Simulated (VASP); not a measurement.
# Si (a cell with a defect) in VASP: a series of runs, part 2 of 2

VASP 6.6.1. The steps go on from the part before.

## 3. Single point, PBEsol

INCAR reads:

```
SYSTEM = Si
  PREC = Accurate
  ENCUT = 520
  EDIFF = 1E-6
  ISMEAR = -1
  SIGMA = 0.05
  LREAL = Auto
  LASPH = .True.
  NELM = 60
  ALGO = Normal
  ISIF = 2
  LWAVE = .False.
  LCHARG = .True.
  GGA = PS
  LELF = .True.
  LVHAR = .True.
  NBANDS = 48
```

KPOINTS reads:

```
Automatic mesh
0
Gamma
  2 2 2
  0 0 0
```

POSCAR reads:

```
Si
1.0
    0.0000000000      5.4300000000      5.4300000000
    5.4300000000      0.0000000000      5.4300000000
    5.4300000000      5.4300000000      0.0000000000
Si
17
Direct
    0.0006126879      0.0003272459      0.0005197843
    0.1249446293      0.1250485763      0.1249872725
    0.0007011642      0.0003366779      0.4984857361
    0.1223260427      0.1215856271      0.6280504821
    0.0005237444      0.4986024074      0.0004634795
    0.1221188370      0.6279677028      0.1219065770
   -0.0058761363      0.5018604462      0.5020337166
    0.1222296541      0.6279591392      0.6280113319
    0.4984216639      0.0003668261      0.0006717486
    0.6281106496      0.1216322903      0.1221591845
    0.5025903352     -0.0073848251      0.5024717627
    0.6282016841      0.1216437164      0.6282017122
    0.5022462898      0.5019569833     -0.0063213263
    0.6280303565      0.6279776115      0.1221046291
    0.5024088379      0.5020226406      0.5023317580
    0.6256924148      0.6242241520      0.6252571996
    0.3756542549      0.3742263622      0.3752634717
```

Potentials or basis: VASP PAW PBE potentials, release 64 (Si).

Started as:

```sh
$ cat potpaw_PBE.64/Si/POTCAR > POTCAR
$ mpirun -np 1 vasp_std > vasp.out
```

It took 6.2 min on 1 thread of Intel Xeon 8259CL, shared host; peak memory 0.47 GiB.

Results (log left out):

| Quantity | Value |
| --- | --- |
| Free energy | -93.9476 eV |
| Pressure | 3.5 GPa |
| Largest force | 0.022 eV/Å |
| Band gap on the k mesh | zero (bands 34 and 35 overlap by 0.25 eV) |

Forces on the atoms (eV/Å):
```
Si   0.014  0.007  0.012
Si   0.000  0.000  0.000
Si  -0.007 -0.014  0.010
Si   0.002  0.000  0.009
Si  -0.012  0.010 -0.015
Si  -0.002  0.015 -0.002
Si   0.010 -0.009 -0.013
Si  -0.012  0.002 -0.004
Si   0.010 -0.012 -0.007
Si   0.008  0.002  0.004
Si   0.000  0.002  0.001
Si  -0.001 -0.009  0.002
Si  -0.010 -0.004  0.007
Si  -0.004  0.004 -0.009
Si   0.001  0.008  0.003
Si   0.002 -0.003  0.000
Si   0.000  0.000  0.001
```

Levels at points of the mesh, in eV from the Fermi level:
| k point | band 30 | band 31 | band 32 | band 33 | band 34 | band 35 | band 36 | band 37 | band 38 | band 39 |
| --- | --- | --- | --- | --- | --- | --- | --- | --- | --- | --- |
| (0.00, 0.00, 0.00) | -1.64 | -0.73 | -0.73 | -0.73 | -0.20 | -0.20 | -0.19 | 0.08 | 0.08 | 0.47 |
| (0.50, 0.00, 0.00) | -1.47 | -1.47 | -1.32 | -1.32 | -0.29 | 0.56 | 0.56 | 0.92 | 0.92 | 1.33 |
| (0.00, 0.50, 0.00) | -1.47 | -1.47 | -1.32 | -1.32 | -0.29 | 0.56 | 0.56 | 0.91 | 0.91 | 1.33 |
| (0.00, 0.00, 0.50) | -1.47 | -1.47 | -1.32 | -1.32 | -0.29 | 0.56 | 0.56 | 0.91 | 0.92 | 1.33 |
| (0.50, 0.50, 0.50) | -1.47 | -1.47 | -1.32 | -1.32 | -0.29 | 0.56 | 0.56 | 0.91 | 0.91 | 1.33 |
| (0.50, 0.50, 0.00) | -1.92 | -1.92 | -1.78 | -0.93 | 0.05 | 0.76 | 1.08 | 1.08 | 1.18 | 1.94 |
| (0.00, 0.50, 0.50) | -1.92 | -1.92 | -1.78 | -0.93 | 0.05 | 0.76 | 1.08 | 1.08 | 1.18 | 1.94 |
| (0.50, 0.00, 0.50) | -1.92 | -1.92 | -1.78 | -0.92 | 0.05 | 0.76 | 1.08 | 1.08 | 1.18 | 1.94 |

Caveat: the k points lie up to 0.50 Å⁻¹ apart; the PAW data sets were made with another functional, which shifts forces and pressure a little.

## 4. Single point, PBEsol

INCAR reads:

```
SYSTEM = Si
PREC = Accurate
ENCUT = 520
EDIFF = 1E-6
ISMEAR = -1
SIGMA = 0.05
LREAL = Auto
LASPH = .True.
NELM = 100
ALGO = Normal
ISIF = 2
LWAVE = .False.
LCHARG = .False.
GGA = PS
NBANDS = 48
```

KPOINTS is that of step 3.

POSCAR reads:

```
Si
1.0
    0.0000000000      5.4300000000      5.4300000000
    5.4300000000      0.0000000000      5.4300000000
    5.4300000000      5.4300000000      0.0000000000
Si
17
Direct
   -0.0031619705     -0.0033884899      0.0034800184
    0.1228001842      0.1222062615      0.1322677716
    0.0002988029     -0.0011582873      0.5006560773
    0.1227702578      0.1223531308      0.6230912523
   -0.0030190608      0.5024752302      0.0035988029
    0.1264098527      0.6242273481      0.1247916206
   -0.0030861878      0.5026276243      0.4971184162
    0.1231612339      0.6303479742      0.6233608656
    0.5031532228     -0.0034167587      0.0034900552
    0.6244674954      0.1263779926      0.1247452118
    0.5031229282     -0.0033041436      0.4971302947
    0.6318867403      0.1223145488      0.6230970534
    0.4999791897      0.4999406998      0.0001220994
    0.6246074586      0.6242058011      0.1247986188
    0.5033766114      0.5025918969      0.4971360958
    0.6245883057      0.6242984346      0.6265542357
    0.2503008287      0.2488424494      0.7506476059
```

Started as:

```sh
$ cat potpaw_PBE.64/Si/POTCAR > POTCAR
$ mpirun -np 1 vasp_std > vasp.out
```

Wall time 6.5 min (1 thread of Intel Xeon 8259CL, shared host); peak memory 0.47 GiB.

The run converged. Its results:

```
Free energy            : -93.9474 eV
Pressure               : 3.5 GPa
Largest force          : 0.023 eV/Å
Band gap on the k mesh : zero (bands 34 and 35 overlap by 0.25 eV)
```

Forces in eV/Å, atoms in the order of the input:
```
Si  -0.002  0.000  0.015
Si   0.002  0.001 -0.001
Si  -0.001  0.003 -0.002
Si  -0.002 -0.004 -0.004
Si  -0.018  0.000  0.000
Si  -0.013  0.010  0.014
Si  -0.001  0.023 -0.001
Si   0.013 -0.013  0.013
Si  -0.002 -0.016  0.000
Si   0.011 -0.011  0.011
Si   0.014  0.002 -0.002
Si  -0.002  0.004  0.003
Si  -0.001  0.001 -0.001
Si  -0.013 -0.014 -0.011
Si   0.000  0.001 -0.022
Si   0.016  0.012 -0.012
Si  -0.001  0.001 -0.001
```

Levels at points of the mesh, in eV from the Fermi level:
| k point | band 31 | band 32 | band 33 | band 34 | band 35 | band 36 | band 37 | band 38 |
| --- | --- | --- | --- | --- | --- | --- | --- | --- |
| (0.00, 0.00, 0.00) | -0.73 | -0.73 | -0.73 | -0.20 | -0.19 | -0.19 | 0.08 | 0.08 |
| (0.50, 0.00, 0.00) | -1.47 | -1.32 | -1.32 | -0.29 | 0.56 | 0.56 | 0.91 | 0.91 |
| (0.00, 0.50, 0.00) | -1.47 | -1.32 | -1.32 | -0.29 | 0.56 | 0.56 | 0.92 | 0.92 |
| (0.00, 0.00, 0.50) | -1.47 | -1.32 | -1.32 | -0.29 | 0.56 | 0.56 | 0.91 | 0.91 |
| (0.50, 0.50, 0.50) | -1.47 | -1.32 | -1.32 | -0.29 | 0.56 | 0.56 | 0.91 | 0.91 |
| (0.50, 0.50, 0.00) | -1.92 | -1.78 | -0.93 | 0.05 | 0.76 | 1.08 | 1.08 | 1.18 |
| (0.00, 0.50, 0.50) | -1.92 | -1.78 | -0.93 | 0.05 | 0.76 | 1.08 | 1.08 | 1.18 |
| (0.50, 0.00, 0.50) | -1.92 | -1.78 | -0.93 | 0.05 | 0.76 | 1.08 | 1.08 | 1.18 |

Caveat: the k points lie up to 0.50 Å⁻¹ apart; the PAW data sets were made with another functional, which shifts forces and pressure a little.

## 5. Single point, PBEsol

INCAR reads:

```
SYSTEM = Si
PREC     = Accurate       ! precision mode
ENCUT    = 520            ! plane-wave cutoff, eV
EDIFF    = 1E-6           ! SCF threshold, eV
ISMEAR   = -1             ! smearing method
SIGMA    = 0.05           ! smearing width, eV
LREAL    = Auto         
LASPH    = .True.         ! aspherical terms in the spheres
NELM     = 60             ! most SCF steps
ALGO     = Normal         ! electronic algorithm
ISIF     = 2              ! what is computed and relaxed
LWAVE    = .False.        ! write WAVECAR
LCHARG   = .True.         ! write CHGCAR
GGA      = PS             ! functional
LELF     = .True.         ! ELF
LVHAR    = .True.       
NBANDS   = 48             ! bands
```

KPOINTS is that of step 4.

POSCAR reads:

```
Si
1.0
    0.0000000000      5.4300000000      5.4300000000
    5.4300000000      0.0000000000      5.4300000000
    5.4300000000      5.4300000000      0.0000000000
Si
17
Direct
    0.0006127072      0.0003272560      0.0005197053
    0.1249445672      0.1250486188      0.1249872928
    0.0007011050      0.0003366483      0.4984858195
    0.1223260589      0.1215855433      0.6280505525
    0.0005237569      0.4986023941      0.0004635359
    0.1221188766      0.6279676796      0.1219065378
   -0.0058760589      0.5018604052      0.5020337017
    0.1222296501      0.6279591160      0.6280114180
    0.4984217311      0.0003668508      0.0006716390
    0.6281105893      0.1216323204      0.1221592081
    0.5025903315     -0.0073848066      0.5024717311
    0.6282016575      0.1216438306      0.6282016575
    0.5022463168      0.5019569982     -0.0063212707
    0.6280302947      0.6279776243      0.1221046961
    0.5024088398      0.5020226519      0.5023316759
    0.6256923573      0.6242242173      0.6252571823
    0.3756542357      0.3742264273      0.3752634438
```

Started as:

```sh
$ cat potpaw_PBE.64/Si/POTCAR > POTCAR
$ mpirun -np 1 vasp_std > vasp.out
```

Wall time 6.7 min (1 thread of Intel Xeon 8259CL, shared host); peak memory 0.47 GiB.

The run converged. Its results:

```yaml
Free_energy: -93.9476 eV
Pressure: 3.5 GPa
Largest_force: 0.022 eV/Å
Band_gap_on_the_k_mesh: zero (bands 34 and 35 overlap by 0.25 eV)
```

Forces on the atoms (eV/Å):
```
Si   0.014  0.007  0.012
Si   0.000  0.000  0.000
Si  -0.007 -0.014  0.010
Si   0.002  0.000  0.009
Si  -0.012  0.010 -0.015
Si  -0.002  0.015 -0.002
Si   0.010 -0.009 -0.013
Si  -0.012  0.002 -0.004
Si   0.010 -0.012 -0.007
Si   0.008  0.002  0.004
Si   0.000  0.002  0.001
Si  -0.001 -0.009  0.002
Si  -0.010 -0.004  0.007
Si  -0.004  0.004 -0.009
Si   0.001  0.008  0.003
Si   0.002 -0.003  0.000
Si   0.000  0.000  0.001
```

Levels at points of the mesh, in eV from the Fermi level:
```tsv
k point	band 30	band 31	band 32	band 33	band 34	band 35	band 36	band 37	band 38	band 39
(0.00, 0.00, 0.00)	-1.64	-0.73	-0.73	-0.73	-0.20	-0.20	-0.19	0.08	0.08	0.47
(0.50, 0.00, 0.00)	-1.47	-1.47	-1.32	-1.32	-0.29	0.56	0.56	0.92	0.92	1.33
(0.00, 0.50, 0.00)	-1.47	-1.47	-1.32	-1.32	-0.29	0.56	0.56	0.91	0.91	1.33
(0.00, 0.00, 0.50)	-1.47	-1.47	-1.32	-1.32	-0.29	0.56	0.56	0.91	0.92	1.33
(0.50, 0.50, 0.50)	-1.47	-1.47	-1.32	-1.32	-0.29	0.56	0.56	0.91	0.91	1.33
(0.50, 0.50, 0.00)	-1.92	-1.92	-1.78	-0.93	0.05	0.76	1.08	1.08	1.18	1.94
(0.00, 0.50, 0.50)	-1.92	-1.92	-1.78	-0.93	0.05	0.76	1.08	1.08	1.18	1.94
(0.50, 0.00, 0.50)	-1.92	-1.92	-1.78	-0.92	0.05	0.76	1.08	1.08	1.18	1.94
```

Caveat: the k points lie up to 0.50 Å⁻¹ apart; the PAW data sets were made with another functional, which shifts forces and pressure a little.
